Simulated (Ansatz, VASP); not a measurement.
**TaN in VASP and in Ansatz**

File POSCAR:

```
TaN
1.0
    0.0000000000      2.1790013100      2.1790013100
    2.1790013100      0.0000000000      2.1790013100
    2.1790013100      2.1790013100      0.0000000000
Ta N
1 1
Direct
    0.5000000000      0.5000000000      0.5000000000
    0.0000000000      0.0000000000      0.0000000000
```

INCAR.step1

```
SYSTEM = TaN
  PREC = Accurate
  ENCUT = 600
  ISMEAR = -1
  SIGMA = 0.05
  LREAL = .False.
  LASPH = .True.
  NELM = 150
  LMAXMIX = 4
  LDAU = .True.
  LDAUTYPE = 2
  LDAUL = 2 -1
  LDAUU = 5 0
  LDAUJ = 0 0
  GGA = PE
  ALGO = Normal
  EDIFF = 1E-4
  LWAVE = .True.
  LCHARG = .False.
```

INCAR.step2

```
SYSTEM = TaN
  PREC = Accurate
  ENCUT = 600
  EDIFF = 1E-6
  ISMEAR = -1
  SIGMA = 0.05
  LREAL = .False.
  LASPH = .True.
  NELM = 150
  ALGO = Normal
  ISIF = 3
  LWAVE = .False.
  LCHARG = .False.
  LMAXMIX = 4
  LDAU = .True.
  LDAUTYPE = 2
  LDAUL = 2 -1
  LDAUU = 5 0
  LDAUJ = 0 0
  LDAUPRINT = 1
  METAGGA = R2SCAN
  LMIXTAU = .True.
  IBRION = 2
  NSW = 60
  EDIFFG = -0.01
  ISTART = 1
```

Contents of KPOINTS:

```
regular mesh
0
Gamma
  10 10 10
  0 0 0
```

The input input.yaml:

```yaml
crystal:
  lattice:
    - [0.0, 2.17900131, 2.17900131]
    - [2.17900131, 0.0, 2.17900131]
    - [2.17900131, 2.17900131, 0.0]
  atoms:
    - { symbol: Ta, position: [0.5, 0.5, 0.5] }
    - { symbol: "N", position: [0.0, 0.0, 0.0] }
hamiltonian:
  xc: r2scan
  pseudopotentials: { kind: paw }
  hubbard: { sites: [{ species: Ta, l: d, u_eff: 5.0 }] }
kpoints:
  mp_grid: { grid: [10, 10, 10] }
scf:
  occupations: { method: fermi_dirac, width: 0.05 }
output:
  forces: true
  stress: true
  eigenvalues: true
relax:
  f_tol: 0.01
  max_steps: 40
  cell: { stress_tol: 0.05 }
```

Alike in both runs: task relaxation of cell and atoms; functional r2SCAN; k mesh 10 × 10 × 10; occupations fermi-dirac, width 0.05 eV; no spin polarisation; Hubbard terms Ta d U = 5.0 eV.

```csv
,VASP,Ansatz
version,VASP 6.6.1,Ansatz 0.2.0
potentials or method,"VASP PAW PBE potentials, release 64 (Ta_pv, N)",Ansatz PAW
plane-wave cutoff (eV),600,500
valence electrons in the cell,16,18
```

Ansatz gave:

| Item | Value |
| --- | --- |
| gap on the k mesh at the Fermi level, each at its own relaxed structure (eV) | none |
| relaxed volume (Å³/atom) | 10.77 |
| relaxed cell length with the largest relative difference (Å) | 3.123 |

Problem. Estimate VASP's values.

Solution. gap on the k mesh at the Fermi level, each at its own relaxed structure (eV): none; relaxed volume (Å³/atom): 11.15; relaxed cell length with the largest relative difference (Å): 3.159.

VASP's potentials were made for PBE, not for r2SCAN. The programs project onto different local orbitals, so the same U acts differently, and such runs can settle in different states. A gap of «none» marks a metal or a gap that the smearing closes. VASP's potentials hold 16 valence electrons a cell and Ansatz's 18, so a difference there can come from the potentials and not from the codes.

Neither program's run includes spin-orbit coupling. Noted on Ansatz's run: the plane-wave basis is chosen anew once the cell has moved, so the energies of steps on either side of that aren't comparable.
